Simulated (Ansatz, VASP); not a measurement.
# PbS: VASP beside Ansatz

INCAR

```
SYSTEM = PbS
ALGO = Normal ; EDIFF = 1E-8
ENCUT = 520 ; GGA = PS
ISIF = 2 ; ISMEAR = -1
LASPH = .True. ; LCHARG = .False.
LEFG = .True. ; LREAL = .False.
LWAVE = .False. ; NBANDS = 28
NELM = 100 ; PREC = Accurate
SIGMA = 0.01
```

KPOINTS

```
k-points
0
Gamma
  7 7 3
  0 0 0
```

POSCAR

```
PbS
1.0
    2.9207645060     -2.8805363263      0.0000000000
    2.9207645060      2.8805363263      0.0000000000
   -1.0728011239      0.0000000000     11.6307017932
Pb S
2 2
Direct
    0.7756000000      0.7756000000      0.6363800000
    0.2244000000      0.2244000000      0.3636200000
    0.2684000000      0.2684000000      0.5986000000
    0.7316000000      0.7316000000      0.4014000000
```

Input for Ansatz:

```yaml
crystal:
  lattice:
    - [2.920764506, -2.8805363263, 0.0]
    - [2.920764506, 2.8805363263, 0.0]
    - [-1.0728011239, 0.0, 11.6307017932]
  atoms:
    - { symbol: Pb, position: [0.7756, 0.7756, 0.63638] }
    - { symbol: Pb, position: [0.2244, 0.2244, 0.36362] }
    - { symbol: S, position: [0.2684, 0.2684, 0.5986] }
    - { symbol: S, position: [0.7316, 0.7316, 0.4014] }
kpoints:
  mp_grid: { grid: [7, 7, 3] }
scf:
  occupations: { method: fermi_dirac, width: 0.01 }
hamiltonian:
  xc: pbesol
  pseudopotentials: { kind: all_electron, datasets: crystal }
output:
  forces: true
  stress: true
  eigenvalues: true
  efg: { contact_densities: true }
```

Change from the starting cell: volume scaled by 0.98, crystal datasets.

Alike in both runs: task electric field gradients; functional PBEsol; k mesh 7 × 7 × 3; occupations fermi-dirac, width 0.01 eV; no spin polarisation.

|  | VASP | Ansatz |
| --- | --- | --- |
| version | VASP 6.6.1 | Ansatz 0.2.0 |
| potentials or method | VASP PAW PBE potentials, release 64 (Pb_d, S), cutoff 520 eV | all-electron PAW with datasets made for the slab, scalar-relativistic |

|  | VASP | Ansatz | Ansatz less VASP |
| --- | --- | --- | --- |
| gap on the k mesh at the Fermi level (eV) | 1.24 | 1.24 | +0.003 |
| rms of the force components (eV/Å) | 0.228 | 0.228 | -0.0002 |
| size of Vzz on the site where it differs most (V/Å²) | 130.4 | 121.1 | -9.31 |

VASP's potentials were made for PBE, not for PBEsol. Atom by atom the forces differ by 0.001 eV/Å (rms over components). Ansatz ran all-electron here, and VASP with PAW potentials.

Neither program's run includes spin-orbit coupling.
